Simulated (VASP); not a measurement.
Input of a VASP 6.6.1 run:

The input INCAR:

```
SYSTEM = C
ALGO     = Normal         ! electronic algorithm
EDIFF    = 1E-6           ! SCF threshold, eV
ENCUT    = 520            ! plane-wave cutoff, eV
GGA      = PE             ! functional
ISIF     = 2              ! what is computed and relaxed
ISMEAR   = 0              ! smearing method
LASPH    = .True.         ! aspherical terms in the spheres
LCHARG   = .False.        ! write CHGCAR
LREAL    = .False.        ! projectors in reciprocal space
LWAVE    = .False.        ! write WAVECAR
NBANDS   = 11             ! bands
NELM     = 60             ! most SCF steps
PREC     = Accurate       ! precision mode
SIGMA    = 0.05           ! smearing width, eV
```

Contents of KPOINTS:

```
k-points
0
Gamma
  12 12 12
  0 0 0
```

File POSCAR:

```
C
1.0
    0.0000000000      1.9394475000      1.7834000000
    1.9394475000      0.0000000000      1.7834000000
    1.9394475000      1.9394475000      0.0000000000
C
2
Direct
    0.5000000000      0.5000000000      0.5000000000
    0.7500000000      0.7500000000      0.7500000000
```

Potentials or basis: VASP PAW PBE potentials, release 64 (C).

The run is started by

```bash
$ cat potpaw_PBE.64/C/POTCAR > POTCAR
$ mpirun -np 1 vasp_std > vasp.out
```

**Question.** What does it give for the pressure?

**Answer.** -51.5 GPa.

**Question.** Estimate the band gap on the k mesh.

**Answer.** 1.97 eV, indirect (least direct gap 3.87 eV).

Stress tensor (GPa, compression positive):
```
-71.14   0.00   0.00
  0.00 -71.14   0.00
  0.00   0.00 -12.25
```

Caveat: the cell differs from its parent crystal (strain +0.0875 x Voigt [1, 1, 0, 0, 0, 0]). A k mesh can miss the band edges.
